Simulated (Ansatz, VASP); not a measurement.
**LiCl: VASP beside Ansatz**

```
CELL_PARAMETERS angstrom
-0.06816 2.48788 2.48788
2.48788 -0.06816 2.48788
2.48788 2.48788 -0.06816
ATOMIC_POSITIONS crystal
Li 0.00000 0.00000 0.00000
Cl 0.50000 0.50000 0.50000
```

Change from the starting cell: shear_111 strain -4.0%.

Alike in both runs: task single point; functional HSE06; k mesh 6 × 6 × 6; no spin polarisation.

|  | VASP | Ansatz |
| --- | --- | --- |
| version | VASP 6.6.1 | Ansatz 0.2.0 |
| potentials or method | VASP PAW PBE potentials, release 64 (Li_sv, Cl) | plane waves, PAW |
| plane-wave cutoff (eV) | 520 | 420 |
| occupations | gaussian, width 0.01 eV | fixed |
| valence electrons in the cell | 10 | 10 |

Ansatz gave:

```
gap on the k mesh at the Fermi level (eV) : 7.78
```

Task: Which values does VASP return?

Result: gap on the k mesh at the Fermi level (eV): 7.79.

Ansatz's warnings: stress exchange threshold loose, stress scf threshold loose.

Noted on VASP's run: the cutoff is under 1.25 times that of the potentials, so the pressure is a little rough.
